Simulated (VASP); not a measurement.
A run of VASP 6.6.1:

File INCAR:

```
ALGO = Normal ; EDIFF = 1E-6
ENCUT = 520 ; GGA = PE
ISIF = 2 ; ISMEAR = 0
LASPH = True ; LCHARG = False
LREAL = False ; LWAVE = False
NBANDS = 25 ; NELM = 80
PREC = Accurate ; SIGMA = 0.05
```

The input KPOINTS:

```
k-points
0
Gamma
  6 6 8
```

POSCAR

```
SiO2
1.0
    4.2358788249      0.0000000000      0.0000000000
    0.0000000000      4.2358788249      0.0000000000
    0.0000000000      0.0000000000      2.4477000000
Si O
2 4
Direct
    0.5000000000      0.5000000000      0.5000000000
    0.0000000000      0.0000000000      0.0000000000
    0.6930127928      0.6930127928      0.0000000000
    0.1930127928      0.8069872072      0.5000000000
    0.3069872072      0.3069872072      0.0000000000
    0.8069872072      0.1930127928      0.5000000000
```

Potentials or basis: VASP PAW PBE potentials, release 64 (Si, O).

Run with:

```bash
$ cat potpaw_PBE.64/Si/POTCAR potpaw_PBE.64/O/POTCAR > POTCAR
$ mpirun -np 1 vasp_std > vasp.out
```

Hardware: 1 thread of Intel(R) Xeon(R) Platinum 8488C (Sapphire Rapids) (shared host).

**Question.** How long does it take, and how much memory?

**Answer.** Run time: 20 s on 1 thread of Intel(R) Xeon(R) Platinum 8488C (Sapphire Rapids), on a shared host, peak memory 0.16 GiB. Counts: scf iterations 13, k points 50.
